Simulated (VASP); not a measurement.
# BaZrO3 (Pm-3m) in VASP: a series of runs, part 3 of 3

VASP 6.6.1. Earlier steps stand in the parts before.

## Step 5: Single point, PBEsol

This run uses another cell than the first one, of 13.84 Å³/atom, 1.122 times its volume.

File INCAR:

```
SYSTEM = BaZrO3
  ALGO = Normal
  EDIFF = 1E-7
  ENCUT = 520
  GGA = PS
  ISIF = 2
  ISMEAR = 0
  LASPH = .TRUE.
  LCHARG = .FALSE.
  LREAL = .FALSE.
  LWAVE = .FALSE.
  NBANDS = 28
  NELM = 80
  PREC = Accurate
  SIGMA = 0.02
```

File KPOINTS:

```
k-points
0
G
  6 6 6
  0 0 0
```

File POSCAR:

```
BaZrO3
1.0
    4.1054486745      0.0000000000      0.0000000000
    0.0000000000      4.1054486745      0.0000000000
    0.0000000000      0.0000000000      4.1054486745
Ba Zr O
1 1 3
Direct
    0.0000000000      0.0000000000      0.0000000000
    0.5000000000      0.5000000000      0.5000000000
    0.5000000000      0.0000000000      0.5000000000
    0.5000000000      0.5000000000      0.0000000000
    0.0000000000      0.5000000000      0.5000000000
```

Potentials or basis: VASP PAW PBE potentials, release 64 (Ba_sv, Zr_sv, O).

Command:

```console
$ cat potpaw_PBE.64/Ba_sv/POTCAR potpaw_PBE.64/Zr_sv/POTCAR potpaw_PBE.64/O/POTCAR > POTCAR
$ mpirun -np 1 vasp_std > vasp.out
```

OUTCAR:

```text
SYSTEM = BaZrO3
   EDIFF = 1E-7
   ENCUT = 520
   GGA = PS
   ISIF = 2
   ISMEAR = 0
   LASPH = .TRUE.
   LREAL = .FALSE.
   NELM = 80
   PREC = Accurate

 ion  position               nearest neighbor table
   1  0.000  0.000  0.000-   3 2.90   4 2.90   5 2.90   3 2.90   5 2.90   4 2.90   5 2.90   5 2.90
                             3 2.90   4 2.90   3 2.90   4 2.90   2 3.56   2 3.56   2 3.56   2 3.56
   2  0.500  0.500  0.500-   3 2.05   4 2.05   5 2.05   4 2.05   3 2.05   5 2.05   1 3.56   1 3.56
                             1 3.56   1 3.56   1 3.56   1 3.56   1 3.56   1 3.56
   3  0.500  0.000  0.500-   2 2.05   2 2.05   1 2.90   1 2.90   1 2.90   1 2.90
   4  0.500  0.500  0.000-   2 2.05   2 2.05   1 2.90   1 2.90   1 2.90   1 2.90
   5  0.000  0.500  0.500-   2 2.05   2 2.05   1 2.90   1 2.90   1 2.90   1 2.90

  LATTYP: Found a simple cubic cell.
 ALAT       =     4.1054486745

  Lattice vectors:

 A1 = (   4.1054486745,   0.0000000000,   0.0000000000)
 A2 = (   0.0000000000,   4.1054486745,   0.0000000000)
 A3 = (   0.0000000000,   0.0000000000,   4.1054486745)

Analysis of symmetry for initial positions (statically):
=====================================================================
 Subroutine PRICEL returns:
 Original cell was already a primitive cell.

 Routine SETGRP: Setting up the symmetry group for a
 simple cubic supercell.

 Subroutine GETGRP returns: Found 48 space group operations
 (whereof 48 operations were pure point group operations)
 out of a pool of 48 trial point group operations.

The static configuration has the point symmetry O_h .

Analysis of symmetry for dynamics (positions and initial velocities):
=====================================================================
 Subroutine PRICEL returns:
 Original cell was already a primitive cell.

 Routine SETGRP: Setting up the symmetry group for a
 simple cubic supercell.

 Subroutine GETGRP returns: Found 48 space group operations
 (whereof 48 operations were pure point group operations)
 out of a pool of 48 trial point group operations.

The dynamic configuration has the point symmetry O_h .

 Subroutine INISYM returns: Found 48 space group operations
 (whereof 48 operations are pure point group operations),
 and found     1 'primitive' translations

----------------------------------------------------------------------------------------

                                     Primitive cell

  volume of cell :      69.1961

  direct lattice vectors                    reciprocal lattice vectors
     4.105448674  0.000000000  0.000000000     0.243578736  0.000000000  0.000000000
     0.000000000  4.105448674  0.000000000     0.000000000  0.243578736  0.000000000
     0.000000000  0.000000000  4.105448674     0.000000000  0.000000000  0.243578736

  length of vectors
     4.105448674  4.105448674  4.105448674     0.243578736  0.243578736  0.243578736

  position of ions in fractional coordinates (direct lattice)
     0.000000000  0.000000000  0.000000000
     0.500000000  0.500000000  0.500000000
     0.500000000  0.000000000  0.500000000
     0.500000000  0.500000000  0.000000000
     0.000000000  0.500000000  0.500000000

  ion indices of the primitive-cell ions
   primitive index   ion index
                 1           1
                 2           2
[... 31 lines left out ...]
            Coordinates               Weight
  0.000000  0.000000  0.000000      1.000000
  0.166667  0.000000  0.000000      6.000000
  0.333333  0.000000  0.000000      6.000000
  0.500000  0.000000  0.000000      3.000000
  0.166667  0.166667  0.000000     12.000000
  0.333333  0.166667  0.000000     24.000000
[... 12 lines left out ...]
  0.500000  0.500000  0.333333      6.000000
  0.500000  0.500000  0.500000      1.000000
   k-points           NKPTS =     20   k-points in BZ     NKDIM =     20   number of bands    NBANDS=     28
   number of dos      NEDOS =    301   number of ions     NIONS =      5
   total plane-waves  NPLWV =  32768
   dimension x,y,z NGX =    32 NGY =   32 NGZ =   32
   dimension x,y,z NGXF=    64 NGYF=   64 NGZF=   64
   ions per type =               1   1   3
   NGX,Y,Z   is equivalent  to a cutoff of  12.96, 12.96, 12.96 a.u.
   NGXF,Y,Z  is equivalent  to a cutoff of  25.92, 25.92, 25.92 a.u.
 SYSTEM =  BaZrO3
   PREC   = accura    normal or accurate (medium, high low for compatibility)
   ISTART =      0    job   : 0-new  1-cont  2-samecut
   ICHARG =      2    charge: 1-file 2-atom 10-const
   ISPIN  =      1    spin polarized calculation?
   LNONCOLLINEAR =      F non collinear calculations
   LSORBIT =      F    spin-orbit coupling
   LASPH  =      T    aspherical Exc in radial PAW
   ENCUT  =  520.0 eV  38.22 Ry    6.18 a.u.   7.63  7.63  7.63*2*pi/ulx,y,z
   NELM   =     80;   NELMIN=  2; NELMDL= -5     # of ELM steps
   EDIFF  = 0.1E-06   stopping-criterion for ELM
   LREAL  =      F    real-space projection
   EDIFFG = 0.1E-05   stopping-criterion for IOM
   NSW    =      0    number of steps for IOM
   IBRION =     -1    ionic relax: 0-MD 1-quasi-New 2-CG
   NFREE  =      0    steps in history (QN), initial steepest desc. (CG)
   ISIF   =      2    stress and relaxation
   ISYM   =      2    0-nonsym 1-usesym 2-fastsym
   POTIM  = 0.5000    time-step for ionic-motion
   TEBEG  =    0.0;   TEEND  =   0.0 temperature during run
   PSTRESS=    0.0 pullay stress
   NELECT =      40.0000    total number of electrons
   NUPDOWN=      -1.0000    fix difference up-down
   EMIN   =  10.00;   EMAX   =-10.00  energy-range for DOS
   EFERMI =   0.00;   METHOD = LEGACY
   ISMEAR =     0;   SIGMA  =   0.02  broadening in eV -4-tet -1-fermi 0-gaus
   EFERMI_NEDOS =   21; number of points for ismear=-14 and -15
   IALGO  =     38    algorithm
   IMIX   =      4    mixing-type and parameters
     AMIX     =   0.40;   BMIX     =  1.00
     AMIX_MAG =   1.60;   BMIX_MAG =  1.00
  volume/ion in A,a.u.               =      13.84        93.39
  Fermi-wavevector in a.u.,A,eV,Ry     =   1.363748  2.577110 25.304241  1.859809
  Thomas-Fermi vector in A             =   2.490124
   LORBIT       =      0    0 simple, 1 ext, 2 COOP (PROOUT), +10 PAW based schemes
   GGA     = PS    functional components
   LHFCALC =     F    Hartree Fock is set to
   AEXX    =    0.0000 exact exchange contribution
   IVDW    =     0    specifies the selected vdW correction
   LEPSILON=     F    determine dielectric tensor
   LRPA    =     F    only Hartree local field effects (RPA)
 non-spin polarized calculation
 Gauss-broadening in eV      SIGMA  =   0.02
  energy-cutoff  :      520.00
  volume of cell :       69.20
 maximum number of plane-waves:      1888
 NGX is ok and might be reduce to    32
   NGX = 15   NGY = 15   NGZ = 15

 number of electron      40.0000022 magnetization

 Free energy of the ion-electron system (eV)
  ---------------------------------------------------
  ext. energy  EPLUGINS =         0.00000000
  ---------------------------------------------------
  free energy    TOTEN  =       -43.46943923 eV

  energy without entropy =      -43.46943923  energy(sigma->0) =      -43.46943923

 E-fermi :   4.1881     XC(G=0): -11.3394

 val. band max:        4.0920950629   @ k =   0.5000   0.5000   0.5000
 cond. band min:       7.3188077167   @ k =   0.0000   0.0000   0.0000
 fundamental gap:      3.2267126539
 Fermi energy:         4.1881114504

 k-point     1 :       0.0000    0.0000    0.0000
  band No.  band energies     occupation
      1     -42.3996      2.00000
      2     -20.9733      2.00000
      3     -20.7047      2.00000
      4     -20.7047      2.00000
      5     -20.7047      2.00000
      6     -12.2953      2.00000
[... 609 lines left out ...]
     27      13.6695      0.00000
     28      13.6695      0.00000

------------------------ aborting loop because EDIFF is reached ----------------------------------------

  FORCE on cell =-STRESS in cart. coord.  units (eV):
  Direction    XX          YY          ZZ          XY          YZ          ZX
  --------------------------------------------------------------------------------------
  -------------------------------------------------------------------------------------
  Total        4.9594599      4.9594599      4.9594599      0.0000000      0.0000000     -0.0000000
  in kB      114.8320421    114.8320421    114.8320421      0.0000000      0.0000000     -0.0000000
  external PRESSURE =     114.8320421 kB  Pullay stress =       0.0000000 kB

 VOLUME and BASIS-vectors are now :
 -----------------------------------------------------------------------------
  energy-cutoff  :      520.00
  volume of cell :       69.20
      direct lattice vectors                 reciprocal lattice vectors
     4.105448674  0.000000000  0.000000000     0.243578736  0.000000000  0.000000000
     0.000000000  4.105448674  0.000000000     0.000000000  0.243578736  0.000000000
     0.000000000  0.000000000  4.105448674     0.000000000  0.000000000  0.243578736

 POSITION                                       TOTAL-FORCE (eV/Angst)
 -----------------------------------------------------------------------------------
      0.00000      0.00000      0.00000         0.000000      0.000000      0.000000
      2.05272      2.05272      2.05272         0.000000      0.000000      0.000000
      2.05272      0.00000      2.05272         0.000000      0.000000      0.000000
      2.05272      2.05272      0.00000         0.000000      0.000000      0.000000
      0.00000      2.05272      2.05272         0.000000      0.000000      0.000000
 -----------------------------------------------------------------------------------
    total drift:                                0.000000     -0.000000     -0.000000

  FREE ENERGIE OF THE ION-ELECTRON SYSTEM (eV)
  ---------------------------------------------------
  free  energy   TOTEN  =       -43.4694392306 eV

  energy  without entropy=      -43.4694392306  energy(sigma->0) =      -43.46943923
```

It took 20 s on 1 thread of Intel Xeon Platinum 8559C (Emerald Rapids), shared host; peak memory 0.2 GiB.

Results:

```yaml
Free_energy: -43.4694 eV
Pressure: 11.5 GPa
Band_gap_on_the_k_mesh: 3.23 eV, indirect (least direct gap 3.36 eV)
```

Levels at points of the mesh, in eV from the valence-band top:
| k point | band 16 | band 17 | band 18 | band 19 | band 20 | band 21 | band 22 | band 23 | band 24 | band 25 |
| --- | --- | --- | --- | --- | --- | --- | --- | --- | --- | --- |
| (0.00, 0.00, 0.00) | -1.10 | -1.10 | -0.14 | -0.14 | -0.14 | 3.23 | 3.23 | 3.23 | 4.61 | 4.61 |
| (0.50, 0.00, 0.00) | -1.90 | -1.85 | -1.85 | -0.34 | -0.34 | 3.75 | 6.10 | 6.10 | 6.59 | 6.92 |
| (0.50, 0.50, 0.00) | -2.66 | -0.93 | -0.93 | -0.62 | -0.09 | 6.05 | 6.05 | 6.76 | 6.83 | 8.14 |
| (0.50, 0.50, 0.50) | -2.58 | -2.58 | 0.00 | 0.00 | 0.00 | 6.15 | 6.15 | 6.15 | 7.55 | 7.55 |

Caveat: the PAW data sets were made with another functional, which shifts forces and pressure a little; spin-orbit coupling is left out, which moves the levels of the heavy elements. A k mesh can miss the band edges.

## Step 6: Overview

```csv
cell,gap on the mesh (eV),pressure (GPa)
"a = 3.951 Å, 5 atoms",3.29,42.4
"a = 4.045 Å, 5 atoms",3.30,21.8
"a = 4.105 Å, 5 atoms",3.23,11.5
```

Alike in all rows: task single point; level PBEsol; potentials or basis VASP PAW PBE potentials, release 64 (Ba_sv, Zr_sv, O); no spin polarisation; k mesh 6 × 6 × 6; cutoff (eV) 520; smearing gaussian 0.02 eV.

Caveats: the PAW data sets were made with another functional, which shifts forces and pressure a little; spin-orbit coupling is left out, which moves the levels of the heavy elements.

Total energies depend on the potentials used, so only differences within one code and one set of settings carry meaning.
